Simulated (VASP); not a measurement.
A run of VASP 6.6.1:

INCAR

```
PREC = Accurate
ENCUT = 520
EDIFF = 1E-7
ISMEAR = 0
SIGMA = 0.05
LREAL = False
LASPH = True
NELM = 60
ALGO = Normal
ISIF = 2
LWAVE = False
LCHARG = False
GGA = PE
NBANDS = 28
```

File KPOINTS:

```
regular mesh
0
Gamma
  8 8 8
```

Contents of POSCAR:

```
BaTiO3
1.0
    4.0192501416      0.0000000000      0.0000000000
    0.0000000000      4.0192501416      0.0000000000
    0.0000000000      0.0000000000      4.2001163980
Ba Ti O
1 1 3
Direct
    0.5000000000      0.5000000000      0.5000000000
    0.0000000000      0.0000000000      0.0000000000
    0.5000000000      0.0000000000      0.0000000000
    0.0000000000      0.5000000000      0.0000000000
    0.0000000000      0.0000000000      0.5000000000
```

Potentials or basis: VASP PAW PBE potentials, release 64 (Ba_sv, Ti_sv, O).

Run with:

```console
$ cat potpaw_PBE.64/Ba_sv/POTCAR potpaw_PBE.64/Ti_sv/POTCAR potpaw_PBE.64/O/POTCAR > POTCAR
$ mpirun -np 1 vasp_std > vasp.out
```

Hardware: 1 thread of Intel(R) Xeon(R) 6975P-C (Granite Rapids), on a shared host.

Problem. How long does it take, and how much memory?

Solution. It took 67 s on 1 thread of Intel(R) Xeon(R) 6975P-C (Granite Rapids) (shared host), peak memory 0.27 GiB. Counts: scf iterations 18, k points 75.
